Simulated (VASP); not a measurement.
# Cr2O3 (R-3c) in VASP: single point with PBE+U

Aim: the single point of Cr2O3 with PBE+U.

Everything below comes from runs of VASP 6.6.1. Logs are shortened: lines on timing, memory, paths and dates and some standing lists are left out, and cuts for length are marked.

## (1) The cell of the first run

It takes space group R-3c (No. 167, trigonal). The conventional cell has a = 4.957 Å, b = 4.957 Å, c = 13.592 Å, α = 90.00°, β = 90.00°, γ = 120.00°. Within 2.6 Å of Cr (site symmetry 3) lie 6 O at 1.96 to 2.01 Å. Within 2.6 Å of O (site symmetry 2) lie 4 Cr at 1.96 to 2.01 Å.

## (2) Single point, PBE+U, collinear spin, ferromagnetic start

File INCAR:

```
PREC = Accurate ; ENCUT = 520
EDIFF = 1E-6 ; ISMEAR = -1
SIGMA = 0.1 ; LREAL = False
LASPH = True ; NELM = 150
ALGO = Normal ; ISIF = 2
LWAVE = False ; LCHARG = False
ISPIN = 2 ; MAGMOM = 3 3 3 3 0 0 0 0 0 0
LORBIT = 11 ; LMAXMIX = 4
LDAU = True ; LDAUTYPE = 2
LDAUL = 2 -1 ; LDAUU = 3.7 0
LDAUJ = 0 0 ; LDAUPRINT = 1
GGA = PE ; NBANDS = 57
```

File KPOINTS:

```
Automatic mesh
0
Gamma
  4 4 4
```

File POSCAR:

```
Cr2O3
1.0
    2.4785004500      1.4309629000      4.5307700000
   -2.4785004500      1.4309629000      4.5307700000
    0.0000000000     -2.8619258000      4.5307700000
Cr O
4 6
Direct
    0.8474800000      0.8474800000      0.8474800000
    0.6525200000      0.6525200000      0.6525200000
    0.1525200000      0.1525200000      0.1525200000
    0.3474800000      0.3474800000      0.3474800000
    0.0558000000      0.4442000000      0.7500000000
    0.7500000000      0.0558000000      0.4442000000
    0.4442000000      0.7500000000      0.0558000000
    0.9442000000      0.5558000000      0.2500000000
    0.2500000000      0.9442000000      0.5558000000
    0.5558000000      0.2500000000      0.9442000000
```

Potentials or basis: VASP PAW PBE potentials, release 64 (Cr_pv, O).

Started as:

```console
$ cat potpaw_PBE.64/Cr_pv/POTCAR potpaw_PBE.64/O/POTCAR > POTCAR
$ mpirun -np 1 vasp_std > vasp.out
```

OUTCAR:

```text
PREC = Accurate
   ENCUT = 520
   EDIFF = 1E-6
   ISMEAR = -1
   LREAL = False
   LASPH = True
   NELM = 150
   ISIF = 2
   ISPIN = 2
   LORBIT = 11
   GGA = PE

 ion  position               nearest neighbor table
   1  0.847  0.847  0.847-   9 1.96   8 1.96  10 1.96   7 2.01   6 2.01   5 2.01   2 2.65   3 2.89
                             3 2.89   3 2.89
   2  0.653  0.653  0.653-  10 1.96   8 1.96   9 1.96   7 2.01   6 2.01   5 2.01   1 2.65   4 2.89
                             4 2.89   4 2.89
   3  0.153  0.153  0.153-   6 1.96   5 1.96   7 1.96   9 2.01  10 2.01   8 2.01   4 2.65   1 2.89
                             1 2.89   1 2.89
   4  0.347  0.347  0.347-   7 1.96   5 1.96   6 1.96   9 2.01  10 2.01   8 2.01   3 2.65   2 2.89
                             2 2.89   2 2.89
   5  0.056  0.444  0.750-   3 1.96   4 1.96   1 2.01   2 2.01
   6  0.750  0.056  0.444-   3 1.96   4 1.96   1 2.01   2 2.01
   7  0.444  0.750  0.056-   4 1.96   3 1.96   1 2.01   2 2.01
   8  0.944  0.556  0.250-   1 1.96   2 1.96   3 2.01   4 2.01
   9  0.250  0.944  0.556-   1 1.96   2 1.96   3 2.01   4 2.01
  10  0.556  0.250  0.944-   2 1.96   1 1.96   3 2.01   4 2.01

  LATTYP: Found a trigonal (rhomboedric) cell.
 ALAT       =     5.3589640878
 COS(alpha) =     0.5721945572

  Lattice vectors:

 A1 = (   2.4785004500,   1.4309629000,   4.5307700000)
 A2 = (  -2.4785004500,   1.4309629000,   4.5307700000)
 A3 = (   0.0000000000,  -2.8619258000,   4.5307700000)

Analysis of symmetry for initial positions (statically):
=====================================================================
 Subroutine PRICEL returns:
 Original cell was already a primitive cell.

 Routine SETGRP: Setting up the symmetry group for a
 trigonal (rhombohedral) supercell.

 Subroutine GETGRP returns: Found 12 space group operations
 (whereof  6 operations were pure point group operations)
 out of a pool of 12 trial point group operations.

The static configuration has the point symmetry S_6 .
 The point group associated with its full space group is D_3d.

Analysis of symmetry for dynamics (positions and initial velocities):
=====================================================================
 Subroutine PRICEL returns:
 Original cell was already a primitive cell.

 Routine SETGRP: Setting up the symmetry group for a
 trigonal (rhombohedral) supercell.

 Subroutine GETGRP returns: Found 12 space group operations
 (whereof  6 operations were pure point group operations)
 out of a pool of 12 trial point group operations.

The dynamic configuration has the point symmetry S_6 .
 The point group associated with its full space group is D_3d.

Analysis of structural, dynamic, and magnetic symmetry:
=====================================================================
 Subroutine PRICEL returns:
 Original cell was already a primitive cell.

 Routine SETGRP: Setting up the symmetry group for a
 trigonal (rhombohedral) supercell.

 Subroutine GETGRP returns: Found 12 space group operations
 (whereof  6 operations were pure point group operations)
 out of a pool of 12 trial point group operations.

The overall configuration has the point symmetry S_6 .
 The point group associated with its full space group is D_3d.

 Subroutine INISYM returns: Found 12 space group operations
 (whereof  6 operations are pure point group operations),
 and found     1 'primitive' translations

----------------------------------------------------------------------------------------

                                     Primitive cell

  volume of cell :      96.4141

  direct lattice vectors                    reciprocal lattice vectors
     2.478500450  1.430962900  4.530770000     0.201734884  0.116471690  0.073571012
    -2.478500450  1.430962900  4.530770000    -0.201734884  0.116471690  0.073571012
     0.000000000 -2.861925800  4.530770000     0.000000000 -0.232943379  0.073571012

  length of vectors
[... 114 lines left out ...]
   J (eV)           for each species LDAUJ =   0.0  0.0
   GGA     = PE    functional components
   LHFCALC =     F    Hartree Fock is set to
   AEXX    =    0.0000 exact exchange contribution
   IVDW    =     0    specifies the selected vdW correction
   LEPSILON=     F    determine dielectric tensor
   LRPA    =     F    only Hartree local field effects (RPA)
 spin polarized calculation
  energy-cutoff  :      520.00
  volume of cell :       96.41
 maximum number of plane-waves:      2614
   NGX = 19   NGY = 19   NGZ = 19

atom =   1  type =  1  l = 2

 onsite density matrix

spin component  1
[... 116 lines left out ...]
  o =  0.0475  v =  0.0000  0.0000  0.0000  0.0000  0.0000  0.7965  0.5897  0.0000  0.0000  0.1339      0.0000  0.0000  0.0000  0.0000  0.0000  0.0000  0.0000  0.0000  0.0000  0.0000
  o =  0.0475  v =  0.0000  0.0000  0.0000  0.0000  0.0000 -0.1339  0.0000  0.0000 -0.5897  0.7965      0.0000  0.0000  0.0000  0.0000  0.0000  0.0000  0.0000  0.0000  0.0000  0.0000
  o =  0.0566  v =  0.0000  0.0000  0.0000  0.0000  0.0000 -0.0000  0.0000 -1.0000 -0.0000  0.0000      0.0000  0.0000  0.0000  0.0000  0.0000  0.0000  0.0000  0.0000  0.0000  0.0000
  o =  0.2099  v =  0.0000  0.0000  0.0000  0.0000  0.0000 -0.5815  0.8076  0.0000  0.0000 -0.0978      0.0000  0.0000  0.0000  0.0000  0.0000  0.0000  0.0000  0.0000  0.0000  0.0000
  o =  0.2099  v =  0.0000  0.0000  0.0000  0.0000  0.0000  0.0978  0.0000  0.0000 -0.8076 -0.5815      0.0000  0.0000  0.0000  0.0000  0.0000  0.0000  0.0000  0.0000  0.0000  0.0000
  o =  0.3196  v =  0.5612 -0.8196  0.0000  0.0000  0.1157  0.0000  0.0000  0.0000  0.0000  0.0000      0.0000  0.0000  0.0000  0.0000  0.0000  0.0000  0.0000  0.0000  0.0000  0.0000
  o =  0.3196  v =  0.1157 -0.0000 -0.0000 -0.8196 -0.5612  0.0000  0.0000  0.0000  0.0000  0.0000      0.0000  0.0000  0.0000  0.0000  0.0000  0.0000  0.0000  0.0000  0.0000  0.0000
  o =  0.9468  v =  0.8027  0.5730  0.0000 -0.0000  0.1654  0.0000  0.0000  0.0000  0.0000  0.0000      0.0000  0.0000  0.0000  0.0000  0.0000  0.0000  0.0000  0.0000  0.0000  0.0000
  o =  0.9468  v = -0.1654 -0.0000  0.0000 -0.5730  0.8027  0.0000  0.0000  0.0000  0.0000  0.0000      0.0000  0.0000  0.0000  0.0000  0.0000  0.0000  0.0000  0.0000  0.0000  0.0000
  o =  0.9565  v = -0.0000  0.0000 -1.0000 -0.0000  0.0000  0.0000  0.0000  0.0000  0.0000  0.0000      0.0000  0.0000  0.0000  0.0000  0.0000  0.0000  0.0000  0.0000  0.0000  0.0000

 number of electron      83.9999996 magnetization      12.0000011

 Free energy of the ion-electron system (eV)
  ---------------------------------------------------
  ext. energy  EPLUGINS =         0.00000000
  ---------------------------------------------------
  free energy    TOTEN  =       -78.80223417 eV

  energy without entropy =      -78.80223321  energy(sigma->0) =      -78.80223369

 E-fermi :   7.4677     XC(G=0): -12.0753

 val. band max:        5.9793921554   @ k =  -0.2500   0.2500   0.2500
 cond. band min:       8.8497092632   @ k =   0.5000   0.5000  -0.0000
 fundamental gap:      2.8703171078
 Fermi energy:         7.4677156198

 spin component 1

 k-point     1 :       0.0000    0.0000    0.0000
  band No.  band energies     occupation
      1     -37.7479      1.00000
      2     -37.7001      1.00000
      3     -37.6894      1.00000
      4     -37.6894      1.00000
      5     -37.6622      1.00000
      6     -37.6622      1.00000
[... 730 lines left out ...]
     53      10.1033      0.00000
     54      10.1033      0.00000
 Fermi energy:         7.4677156198

 spin component 2

 k-point     1 :       0.0000    0.0000    0.0000
  band No.  band energies     occupation
      1     -34.7342      1.00000
      2     -34.6713      1.00000
      3     -34.6658      1.00000
      4     -34.6658      1.00000
      5     -34.6299      1.00000
      6     -34.6299      1.00000
[... 730 lines left out ...]
     53      12.1583      0.00000
     54      12.1583      0.00000
 [bands above 54 left out]

------------------------ aborting loop because EDIFF is reached ----------------------------------------

  FORCE on cell =-STRESS in cart. coord.  units (eV):
  Direction    XX          YY          ZZ          XY          YZ          ZX
  --------------------------------------------------------------------------------------
  -------------------------------------------------------------------------------------
  Total        9.6447157      9.6447157      9.4367635      0.0000000      0.0000000      0.0000000
  in kB      160.2726327    160.2726322    156.8169523      0.0000000      0.0000000      0.0000000
  external PRESSURE =     159.1207391 kB  Pullay stress =       0.0000000 kB

 VOLUME and BASIS-vectors are now :
 -----------------------------------------------------------------------------
  energy-cutoff  :      520.00
  volume of cell :       96.41
      direct lattice vectors                 reciprocal lattice vectors
     2.478500450  1.430962900  4.530770000     0.201734884  0.116471690  0.073571012
    -2.478500450  1.430962900  4.530770000    -0.201734884  0.116471690  0.073571012
     0.000000000 -2.861925800  4.530770000     0.000000000 -0.232943379  0.073571012

 POSITION                                       TOTAL-FORCE (eV/Angst)
 -----------------------------------------------------------------------------------
      0.00000      0.00000     11.51921        -0.000000      0.000000      0.586510
      0.00000      0.00000      8.86925        -0.000000     -0.000000     -0.586510
      0.00000      0.00000      2.07310        -0.000000     -0.000000     -0.586510
      0.00000      0.00000      4.72306        -0.000000     -0.000000      0.586510
     -0.96265     -1.43096      5.66346        -0.106105     -0.000000     -0.000000
      1.72058     -0.11820      5.66346         0.053053     -0.091890     -0.000000
     -0.75793      1.54916      5.66346         0.053053      0.091890     -0.000000
      0.96265      1.43096      7.92885         0.106105     -0.000000      0.000000
     -1.72058      0.11820      7.92885        -0.053053      0.091890     -0.000000
      0.75793     -1.54916      7.92885        -0.053053     -0.091890     -0.000000
 -----------------------------------------------------------------------------------
    total drift:                               -0.000000     -0.000000      0.000000

  FREE ENERGIE OF THE ION-ELECTRON SYSTEM (eV)
  ---------------------------------------------------
  free  energy   TOTEN  =       -78.8022341723 eV

  energy  without entropy=      -78.8022332139  energy(sigma->0) =      -78.80223369

 total charge

# of ion       s       p       d       tot
------------------------------------------
    1        0.306   6.364   4.029  10.699
    2        0.306   6.364   4.029  10.699
    3        0.306   6.364   4.029  10.699
    4        0.306   6.364   4.029  10.699
    5        1.556   3.535   0.000   5.091
    6        1.556   3.535   0.000   5.091
    7        1.556   3.535   0.000   5.091
    8        1.556   3.535   0.000   5.091
    9        1.556   3.535   0.000   5.091
   10        1.556   3.535   0.000   5.091
--------------------------------------------------
tot         10.561  46.669  16.114  73.345

 magnetization (x)

# of ion       s       p       d       tot
------------------------------------------
    1        0.027   0.033   2.912   2.972
    2        0.027   0.033   2.912   2.972
    3        0.027   0.033   2.912   2.972
    4        0.027   0.033   2.912   2.972
    5       -0.004  -0.037   0.000  -0.041
    6       -0.004  -0.037   0.000  -0.041
    7       -0.004  -0.037   0.000  -0.041
    8       -0.004  -0.037   0.000  -0.041
    9       -0.004  -0.037   0.000  -0.041
   10       -0.004  -0.037   0.000  -0.041
--------------------------------------------------
tot          0.084  -0.090  11.648  11.642
```

It took 2.4 min on 1 thread of Intel Xeon Platinum 8375C at 2.90GHz (Ice Lake), shared host; peak memory 0.33 GiB.

What came out:

```
Free energy                                           : -78.8022 eV
Pressure                                              : 15.9 GPa
Largest force                                         : 0.587 eV/Å
Band gap on the k mesh                                : 2.87 eV, indirect (least direct gap 2.94 eV)
Net moment                                            : 12.00 μB per cell
Site moments                                          : Cr +2.97; O -0.04 μB
Valence electrons inside the program's atomic spheres : Cr 10.70; O 5.09
```

Forces in eV/Å, atoms in the order of the input:
```
Cr   0.000  0.000  0.587
Cr   0.000  0.000 -0.587
Cr   0.000  0.000 -0.587
Cr   0.000  0.000  0.587
O   -0.106  0.000  0.000
O    0.053 -0.092  0.000
O    0.053  0.092  0.000
O    0.106  0.000  0.000
O   -0.053  0.092  0.000
O   -0.053 -0.092  0.000
```

Stress tensor (GPa, compression positive):
```
16.03  0.00  0.00
 0.00 16.03  0.00
 0.00  0.00 15.68
```

Levels at points of the mesh, in eV from the valence-band top:
Spin up:
| k point | band 44 | band 45 | band 46 | band 47 | band 48 | band 49 | band 50 | band 51 | band 52 | band 53 |
| --- | --- | --- | --- | --- | --- | --- | --- | --- | --- | --- |
| (0.00, 0.00, 0.00) | -0.98 | -0.17 | -0.03 | -0.03 | -0.01 | 3.05 | 3.05 | 3.05 | 3.05 | 4.67 |
| (0.50, 0.00, 0.00) | -0.71 | -0.47 | -0.47 | -0.21 | -0.21 | 3.56 | 3.56 | 3.68 | 3.68 | 3.92 |
| (0.50, 0.50, 0.00) | -0.72 | -0.38 | -0.26 | -0.08 | -0.07 | 2.87 | 3.10 | 3.16 | 3.53 | 3.87 |
| (0.50, 0.50, 0.50) | -0.59 | -0.41 | -0.41 | -0.41 | -0.41 | 3.59 | 3.59 | 3.59 | 3.59 | 4.12 |
Spin down:
```csv
k point,band 33,band 34,band 35,band 36,band 37,band 38,band 39,band 40
"(0.00, 0.00, 0.00)",-1.96,-1.23,-1.23,-1.17,3.56,3.97,3.97,4.29
"(0.50, 0.00, 0.00)",-2.26,-2.26,-1.38,-1.38,3.57,3.57,4.34,4.34
"(0.50, 0.50, 0.00)",-2.13,-2.06,-1.84,-1.39,3.49,3.73,3.88,3.91
"(0.50, 0.50, 0.50)",-1.84,-1.84,-1.84,-1.84,4.44,4.44,4.44,4.44
```

Eigenvalues of the final occupation matrices:
| site | spin | trace | eigenvalues |
| --- | --- | --- | --- |
| site 1 d | 1 | 3.49 | 0.32 0.32 0.95 0.95 0.96 |
| site 1 d | 2 | 0.57 | 0.05 0.05 0.06 0.21 0.21 |
| site 2 d | 1 | 3.49 | 0.32 0.32 0.95 0.95 0.96 |
| site 2 d | 2 | 0.57 | 0.05 0.05 0.06 0.21 0.21 |
| site 3 d | 1 | 3.49 | 0.32 0.32 0.95 0.95 0.96 |
| site 3 d | 2 | 0.57 | 0.05 0.05 0.06 0.21 0.21 |
| site 4 d | 1 | 3.49 | 0.32 0.32 0.95 0.95 0.96 |
| site 4 d | 2 | 0.57 | 0.05 0.05 0.06 0.21 0.21 |

Caveat: only a ferromagnetic start was run, and an antiferromagnetic order may lie lower in energy.
